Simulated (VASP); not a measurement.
# KPt (P-6m2) in VASP: notebook

The runs below take KPt through single point, with BLYP.

Everything below comes from runs of VASP 6.6.1. Logs are shortened: lines on timing, memory, paths and dates and some standing lists are left out, and cuts for length are marked.

## Step 1: The cell of the first run

It takes space group P-6m2 (No. 187, hexagonal). Conventional cell: a = 3.040 Å, b = 3.040 Å, c = 5.416 Å, α = 90.00°, β = 90.00°, γ = 120.00°. Pt (site symmetry -6m2) has 6 Pt at 3.04 Å and 6 K at 3.23 Å within 4.0 Å. Within 4.0 Å of K (site symmetry -6m2) lie 6 K at 3.04 Å and 6 Pt at 3.23 Å.

## Step 2: Single point, BLYP

Contents of INCAR:

```
SYSTEM = KPt
AGGAC    = 1.0          
AGGAX    = 1.0          
ALDAC    = 0.0          
ALDAX    = 1.0          
ALGO     = Normal         ! electronic algorithm
EDIFF    = 1E-6           ! SCF threshold, eV
ENCUT    = 520            ! plane-wave cutoff, eV
GGA      = B5             ! functional
ISIF     = 2              ! what is computed and relaxed
ISMEAR   = -1             ! smearing method
LASPH    = .True.         ! aspherical terms in the spheres
LCHARG   = .False.        ! write CHGCAR
LREAL    = .False.        ! projectors in reciprocal space
LWAVE    = .False.        ! write WAVECAR
NBANDS   = 16             ! bands
NELM     = 60             ! most SCF steps
PREC     = Accurate       ! precision mode
SIGMA    = 0.05           ! smearing width, eV
```

Contents of KPOINTS:

```
k-points
0
Gamma
  10 10 5
  0 0 0
```

Contents of POSCAR:

```
KPt
1.0
    3.0403366399      0.0000000000      0.0000000000
   -1.5201683200      2.6330087662      0.0000000000
    0.0000000000      0.0000000000      5.4159226196
Pt K
1 1
Direct
    0.6666666667      0.3333333333      0.0000000000
    0.0000000000      0.0000000000      0.5000000000
```

Potentials or basis: VASP PAW PBE potentials, release 64 (Pt, K_sv).

On the command line:

```console
$ cat potpaw_PBE.64/Pt/POTCAR potpaw_PBE.64/K_sv/POTCAR > POTCAR
$ mpirun -np 1 vasp_std > vasp.out
```

OUTCAR:

```text
SYSTEM = KPt
   EDIFF = 1E-6
   ENCUT = 520
   GGA = B5
   ISIF = 2
   ISMEAR = -1
   LASPH = .True.
   LREAL = .False.
   NELM = 60
   PREC = Accurate

 ion  position               nearest neighbor table
   1  0.667  0.333  0.000-   2 3.23   2 3.23   2 3.23   2 3.23   2 3.23   2 3.23
   2  0.000  0.000  0.500-   1 3.23   1 3.23   1 3.23   1 3.23   1 3.23   1 3.23

  LATTYP: Found a hexagonal cell.
 ALAT       =     3.0403366399
 C/A-ratio  =     1.7813562316

  Lattice vectors:

 A1 = (   3.0403366399,   0.0000000000,   0.0000000000)
 A2 = (  -1.5201683200,   2.6330087662,   0.0000000000)
 A3 = (   0.0000000000,   0.0000000000,   5.4159226196)

Analysis of symmetry for initial positions (statically):
=====================================================================
 Subroutine PRICEL returns:
 Original cell was already a primitive cell.

 Routine SETGRP: Setting up the symmetry group for a
 hexagonal supercell.

 Subroutine GETGRP returns: Found 12 space group operations
 (whereof 12 operations were pure point group operations)
 out of a pool of 24 trial point group operations.

The static configuration has the point symmetry D_3h.

Analysis of symmetry for dynamics (positions and initial velocities):
=====================================================================
 Subroutine PRICEL returns:
 Original cell was already a primitive cell.

 Routine SETGRP: Setting up the symmetry group for a
 hexagonal supercell.

 Subroutine GETGRP returns: Found 12 space group operations
 (whereof 12 operations were pure point group operations)
 out of a pool of 24 trial point group operations.

The dynamic configuration has the point symmetry D_3h.

 Subroutine INISYM returns: Found 12 space group operations
 (whereof 12 operations are pure point group operations),
 and found     1 'primitive' translations

----------------------------------------------------------------------------------------

                                     Primitive cell

  volume of cell :      43.3557

  direct lattice vectors                    reciprocal lattice vectors
     3.040336640  0.000000000  0.000000000     0.328910946  0.189896823  0.000000000
    -1.520168320  2.633008766  0.000000000     0.000000000  0.379793646  0.000000000
     0.000000000  0.000000000  5.415922620     0.000000000  0.000000000  0.184640747

  length of vectors
     3.040336640  3.040336640  5.415922620     0.379793646  0.379793646  0.184640747

  position of ions in fractional coordinates (direct lattice)
     0.666666667  0.333333333  0.000000000
     0.000000000  0.000000000  0.500000000

  ion indices of the primitive-cell ions
   primitive index   ion index
                 1           1
                 2           2

----------------------------------------------------------------------------------------

 KPOINTS: k-points

Automatic generation of k-mesh.
 Grid dimensions read from file:
 generate k-points for:   10   10    5

 Generating k-lattice:

  Cartesian coordinates                     Fractional coordinates (reciprocal lattice)
     0.032891095  0.018989682  0.000000000     0.100000000 -0.000000000  0.000000000
     0.000000000  0.037979365  0.000000000     0.000000000  0.100000000  0.000000000
     0.000000000  0.000000000  0.036928149     0.000000000  0.000000000  0.200000000

  Length of vectors
     0.037979365  0.037979365  0.036928149

  Shift w.r.t. Gamma in fractional coordinates (k-lattice)
     0.000000000  0.000000000  0.000000000

 Subroutine IBZKPT returns following result:
 ===========================================

 Found     42 irreducible k-points:

 Following reciprocal coordinates:
            Coordinates               Weight
  0.000000  0.000000  0.000000      1.000000
  0.100000  0.000000  0.000000      6.000000
  0.200000  0.000000  0.000000      6.000000
  0.300000  0.000000  0.000000      6.000000
  0.400000  0.000000  0.000000      6.000000
  0.500000  0.000000  0.000000      3.000000
[... 16 lines left out ...]
  0.300000  0.100000  0.200000     24.000000
  0.400000  0.100000  0.200000     24.000000
 [... further k-points ...]
   k-points           NKPTS =     42   k-points in BZ     NKDIM =     42   number of bands    NBANDS=     16
   number of dos      NEDOS =    301   number of ions     NIONS =      2
   total plane-waves  NPLWV =  23040
   dimension x,y,z NGX =    24 NGY =   24 NGZ =   40
   dimension x,y,z NGXF=    48 NGYF=   48 NGZF=   80
   ions per type =               1   1
   NGX,Y,Z   is equivalent  to a cutoff of  13.12, 13.12, 12.28 a.u.
   NGXF,Y,Z  is equivalent  to a cutoff of  26.25, 26.25, 24.56 a.u.
 SYSTEM =  KPt
   PREC   = accura    normal or accurate (medium, high low for compatibility)
   ISTART =      0    job   : 0-new  1-cont  2-samecut
   ICHARG =      2    charge: 1-file 2-atom 10-const
   ISPIN  =      1    spin polarized calculation?
   LNONCOLLINEAR =      F non collinear calculations
   LSORBIT =      F    spin-orbit coupling
   LASPH  =      T    aspherical Exc in radial PAW
   ENCUT  =  520.0 eV  38.22 Ry    6.18 a.u.   5.65  5.65 10.07*2*pi/ulx,y,z
   NELM   =     60;   NELMIN=  2; NELMDL= -5     # of ELM steps
   EDIFF  = 0.1E-05   stopping-criterion for ELM
   LREAL  =      F    real-space projection
   EDIFFG = 0.1E-04   stopping-criterion for IOM
   NSW    =      0    number of steps for IOM
   IBRION =     -1    ionic relax: 0-MD 1-quasi-New 2-CG
   NFREE  =      0    steps in history (QN), initial steepest desc. (CG)
   ISIF   =      2    stress and relaxation
   ISYM   =      2    0-nonsym 1-usesym 2-fastsym
   POTIM  = 0.5000    time-step for ionic-motion
   TEBEG  =    0.0;   TEEND  =   0.0 temperature during run
   PSTRESS=    0.0 pullay stress
   NELECT =      19.0000    total number of electrons
   NUPDOWN=      -1.0000    fix difference up-down
   EMIN   =  10.00;   EMAX   =-10.00  energy-range for DOS
   EFERMI =   0.00;   METHOD = LEGACY
   ISMEAR =    -1;   SIGMA  =   0.05  broadening in eV -4-tet -1-fermi 0-gaus
   EFERMI_NEDOS =   21; number of points for ismear=-14 and -15
   IALGO  =     38    algorithm
   IMIX   =      4    mixing-type and parameters
     AMIX     =   0.40;   BMIX     =  1.00
     AMIX_MAG =   1.60;   BMIX_MAG =  1.00
  volume/ion in A,a.u.               =      21.68       146.29
  Fermi-wavevector in a.u.,A,eV,Ry     =   1.243495  2.349864 21.038399  1.546279
  Thomas-Fermi vector in A             =   2.377803
   LORBIT       =      0    0 simple, 1 ext, 2 COOP (PROOUT), +10 PAW based schemes
   GGA     = B5    functional components
   LHFCALC =     F    Hartree Fock is set to
   AEXX    =    0.0000 exact exchange contribution
   IVDW    =     0    specifies the selected vdW correction
   LEPSILON=     F    determine dielectric tensor
   LRPA    =     F    only Hartree local field effects (RPA)
 non-spin polarized calculation
  energy-cutoff  :      520.00
  volume of cell :       43.36
 maximum number of plane-waves:      1178
 NGX is ok and might be reduce to    24
   NGX = 11   NGY = 11   NGZ = 21

 number of electron      19.0000001 magnetization

 Free energy of the ion-electron system (eV)
  ---------------------------------------------------
  ext. energy  EPLUGINS =         0.00000000
  ---------------------------------------------------
  free energy    TOTEN  =        -5.54584038 eV

  energy without entropy =       -5.53337260  energy(sigma->0) =       -5.53960649

 E-fermi :   5.5894     XC(G=0):  -9.9036

 val. band max:        5.5809251137   @ k =   0.3000   0.1000   0.2000
 cond. band min:       5.6186435508   @ k =   0.3000   0.1000   0.4000
 fundamental gap:      0.0377184371
 Fermi energy:         5.5893995867

 k-point     1 :       0.0000    0.0000    0.0000
  band No.  band energies     occupation
      1     -26.8038      2.00000
      2     -10.1138      2.00000
      3      -9.3599      2.00000
      4      -9.3599      2.00000
      5      -0.4869      2.00000
      6       2.4379      2.00000
[... 8 lines left out ...]
     15      14.3423      0.00000
     16      14.3423      0.00000

 k-point     2 :       0.1000    0.0000    0.0000
  band No.  band energies     occupation
      1     -26.7652      2.00000
      2     -10.0754      2.00000
      3      -9.5782      2.00000
      4      -9.4039      2.00000
      5      -0.1871      2.00000
      6       2.5654      2.00000
[... 8 lines left out ...]
     15      14.2047      0.00000
     16      14.2478      0.00000

 k-point     3 :       0.2000    0.0000    0.0000
  band No.  band energies     occupation
      1     -26.6621      2.00000
      2     -10.1179      2.00000
      3      -9.9729      2.00000
      4      -9.5166      2.00000
      5       0.6224      2.00000
      6       2.7946      2.00000
[... 8 lines left out ...]
     15      14.0145      0.00000
     16      14.1666      0.00000

 k-point     4 :       0.3000    0.0000    0.0000
  band No.  band energies     occupation
      1     -26.5304      2.00000
      2     -10.7357      2.00000
      3      -9.8422      2.00000
      4      -9.6516      2.00000
      5       1.4300      2.00000
      6       2.9789      2.00000
[... 8 lines left out ...]
     15      13.7502      0.00000
     16      14.4032      0.00000

 k-point     5 :       0.4000    0.0000    0.0000
  band No.  band energies     occupation
      1     -26.4202      2.00000
      2     -11.2054      2.00000
      3      -9.7576      2.00000
      4      -9.7328      2.00000
      5       1.5444      2.00000
      6       2.6841      2.00000
[... 8 lines left out ...]
     15      14.1070      0.00000
     16      15.1318      0.00000

 k-point     6 :       0.5000    0.0000    0.0000
  band No.  band energies     occupation
      1     -26.3771      2.00000
      2     -11.3790      2.00000
      3      -9.7974      2.00000
      4      -9.6902      2.00000
      5       1.5018      2.00000
      6       2.5425      2.00000
[... 8 lines left out ...]
     15      14.7188      0.00000
     16      15.3834      0.00000
[... 267 lines left out ...]
 k-point    21 :       0.1000    0.1000    0.2000
  band No.  band energies     occupation
      1     -26.6939      2.00000
      2     -10.0232      2.00000
      3      -9.9364      2.00000
      4      -9.5006      2.00000
      5       0.5302      2.00000
      6       2.8531      2.00000
[... 8 lines left out ...]
     15      13.3884      0.00000
     16      13.9122      0.00000

 k-point    22 :       0.2000    0.1000    0.2000
  band No.  band energies     occupation
      1     -26.5763      2.00000
      2     -10.4735      2.00000
      3      -9.8983      2.00000
      4      -9.6666      2.00000
      5       1.4207      2.00000
      6       2.8570      2.00000
[... 8 lines left out ...]
     15      13.3205      0.00000
     16      13.5742      0.00000

 k-point    23 :       0.3000    0.1000    0.2000
  band No.  band energies     occupation
      1     -26.4548      2.00000
      2     -10.9777      2.00000
      3      -9.8286      2.00000
      4      -9.7706      2.00000
      5       1.8044      2.00000
      6       2.7713      2.00000
[... 8 lines left out ...]
     15      13.5439      0.00000
     16      13.8791      0.00000

 k-point    24 :       0.4000    0.1000    0.2000
  band No.  band energies     occupation
      1     -26.3775      2.00000
      2     -11.2774      2.00000
      3      -9.9258      2.00000
      4      -9.6899      2.00000
      5       1.7252      2.00000
      6       2.5560      2.00000
[... 8 lines left out ...]
     15      13.5822      0.00000
     16      14.1656      0.00000

 [... further k-points ...]

------------------------ aborting loop because EDIFF is reached ----------------------------------------

  FORCE on cell =-STRESS in cart. coord.  units (eV):
  Direction    XX          YY          ZZ          XY          YZ          ZX
  --------------------------------------------------------------------------------------
  -------------------------------------------------------------------------------------
  Total        0.9101549      0.9101549      0.2955673     -0.0000000      0.0000000      0.0000000
  in kB       33.6340715     33.6340715     10.9224617     -0.0000000      0.0000000      0.0000000
  external PRESSURE =      26.0635349 kB  Pullay stress =       0.0000000 kB

 VOLUME and BASIS-vectors are now :
 -----------------------------------------------------------------------------
  energy-cutoff  :      520.00
  volume of cell :       43.36
      direct lattice vectors                 reciprocal lattice vectors
     3.040336640  0.000000000  0.000000000     0.328910946  0.189896823  0.000000000
    -1.520168320  2.633008766  0.000000000     0.000000000  0.379793646  0.000000000
     0.000000000  0.000000000  5.415922620     0.000000000  0.000000000  0.184640747

 POSITION                                       TOTAL-FORCE (eV/Angst)
 -----------------------------------------------------------------------------------
      1.52017      0.87767      0.00000         0.000000      0.000000      0.000000
      0.00000      0.00000      2.70796        -0.000000     -0.000000      0.000000
 -----------------------------------------------------------------------------------
    total drift:                               -0.000000      0.000000      0.000000

  FREE ENERGIE OF THE ION-ELECTRON SYSTEM (eV)
  ---------------------------------------------------
  free  energy   TOTEN  =        -5.5458403827 eV

  energy  without entropy=       -5.5333725951  energy(sigma->0) =       -5.53960649
```

Run time: 53 s. Hardware: 1 thread of Intel Xeon 8259CL, shared host; peak memory 0.18 GiB.

What came out:

* Free energy: -5.5458 eV
* Pressure: 2.6 GPa

Stress tensor (GPa, compression positive):
```
3.36 0.00 0.00
0.00 3.36 0.00
0.00 0.00 1.09
```

Levels at points of the mesh, in eV from the Fermi level:
```
           k point  band 8  band 9  band 10  band 11  band 12  band 13
(0.00, 0.00, 0.00)   -2.21   -0.95    -0.95     1.75     1.80     5.43
(0.50, 0.00, 0.00)   -1.43    0.05     0.69     1.96     2.32     3.41
```

Caveat: the PAW data sets were made with another functional, which shifts forces and pressure a little; spin-orbit coupling is left out, which moves the levels of the heavy elements.

## Step 3: Single point, BLYP

This run uses another cell than the first one, of 22.09 Å³/atom, 1.019 times its volume.

Contents of INCAR:

```
AGGAC = 1.0
AGGAX = 1.0
ALDAC = 0.0
ALDAX = 1.0
ALGO = Normal
EDIFF = 1E-6
ENCUT = 520
GGA = B5
ISIF = 2
ISMEAR = -1
LASPH = T
LCHARG = F
LREAL = F
LWAVE = F
NBANDS = 16
NELM = 60
PREC = Accurate
SIGMA = 0.05
```

Contents of KPOINTS:

```
k-points
0
Gamma
  10 10 5
```

Contents of POSCAR:

```
KPt
1.0
    3.0597023636      0.0000000000      0.0000000000
   -1.5298511818      2.6497799749      0.0000000000
    0.0000000000      0.0000000000      5.4504198721
Pt K
1 1
Direct
    0.6666666667      0.3333333333      0.0000000000
    0.0000000000      0.0000000000      0.5000000000
```

Potentials or basis: VASP PAW PBE potentials, release 64 (Pt, K_sv).

On the command line:

```console
$ cat potpaw_PBE.64/Pt/POTCAR potpaw_PBE.64/K_sv/POTCAR > POTCAR
$ mpirun -np 1 vasp_std > vasp.out
```

OUTCAR:

```text
EDIFF = 1E-6
   ENCUT = 520
   GGA = B5
   ISIF = 2
   ISMEAR = -1
   LASPH = T
   LREAL = F
   NELM = 60
   PREC = Accurate

 ion  position               nearest neighbor table
   1  0.667  0.333  0.000-   2 3.25   2 3.25   2 3.25   2 3.25   2 3.25   2 3.25
   2  0.000  0.000  0.500-   1 3.25   1 3.25   1 3.25   1 3.25   1 3.25   1 3.25

  LATTYP: Found a hexagonal cell.
 ALAT       =     3.0597023636
 C/A-ratio  =     1.7813562316

[... 641 lines left out ...]
     16      13.9078      0.00000

 [... further k-points ...]

------------------------ aborting loop because EDIFF is reached ----------------------------------------

  FORCE on cell =-STRESS in cart. coord.  units (eV):
  Direction    XX          YY          ZZ          XY          YZ          ZX
  --------------------------------------------------------------------------------------
  -------------------------------------------------------------------------------------
  Total        0.6465728      0.6465728     -0.0555557     -0.0000000      0.0000000      0.0000000
  in kB       23.4427778     23.4427778     -2.0142811     -0.0000000      0.0000000      0.0000000
  external PRESSURE =      14.9570915 kB  Pullay stress =       0.0000000 kB

 VOLUME and BASIS-vectors are now :
 -----------------------------------------------------------------------------
  energy-cutoff  :      520.00
  volume of cell :       44.19
      direct lattice vectors                 reciprocal lattice vectors
     3.059702364  0.000000000  0.000000000     0.326829175  0.188694912  0.000000000
    -1.529851182  2.649779975  0.000000000     0.000000000  0.377389825  0.000000000
     0.000000000  0.000000000  5.450419872     0.000000000  0.000000000  0.183472104

 POSITION                                       TOTAL-FORCE (eV/Angst)
 -----------------------------------------------------------------------------------
      1.52985      0.88326      0.00000         0.000000      0.000000      0.000000
      0.00000      0.00000      2.72521        -0.000000     -0.000000      0.000000
 -----------------------------------------------------------------------------------
    total drift:                               -0.000000      0.000000      0.000000

  FREE ENERGIE OF THE ION-ELECTRON SYSTEM (eV)
  ---------------------------------------------------
  free  energy   TOTEN  =        -5.5568405558 eV

  energy  without entropy=       -5.5442354398  energy(sigma->0) =       -5.55053800
```

OSZICAR:

```text
N       E                     dE             d eps       ncg     rms          rms(c)
DAV:   1     0.114374313317E+03    0.11437E+03   -0.92563E+03  1344   0.108E+03
DAV:   2    -0.141177566621E+01   -0.11579E+03   -0.10956E+03  1712   0.284E+02
DAV:   3    -0.590261969585E+01   -0.44908E+01   -0.44638E+01  2320   0.444E+01
DAV:   4    -0.594478904132E+01   -0.42169E-01   -0.42164E-01  1576   0.381E+00
DAV:   5    -0.594622429558E+01   -0.14353E-02   -0.14352E-02  2064   0.466E-01    0.827E+00
DAV:   6    -0.565350689294E+01    0.29272E+00   -0.76414E-01  1448   0.558E+00    0.418E+00
DAV:   7    -0.557230916731E+01    0.81198E-01   -0.10591E-01  1712   0.206E+00    0.313E+00
DAV:   8    -0.555773516487E+01    0.14574E-01   -0.81861E-02  1768   0.195E+00    0.693E-01
DAV:   9    -0.555678752475E+01    0.94764E-03   -0.58749E-03  1672   0.664E-01    0.115E-01
DAV:  10    -0.555681743230E+01   -0.29908E-04   -0.26215E-04  1800   0.119E-01    0.505E-02
DAV:  11    -0.555683904959E+01   -0.21617E-04   -0.63373E-05  1504   0.686E-02    0.705E-03
DAV:  12    -0.555684011290E+01   -0.10633E-05   -0.26666E-06  1712   0.138E-02    0.335E-03
DAV:  13    -0.555684055578E+01   -0.44288E-06   -0.46517E-07  1160   0.570E-03
   1 F= -.55568406E+01 E0= -.55505380E+01  d E =-.126051E-01
```

Wall time 66 s (1 thread of Intel Xeon 8259CL, shared host); peak memory 0.18 GiB.

Results:

| Property | Result |
| --- | --- |
| Free energy | -5.5568 eV |
| Pressure | 1.5 GPa |

Caveat: the PAW data sets were made with another functional, which shifts forces and pressure a little; spin-orbit coupling is left out, which moves the levels of the heavy elements.
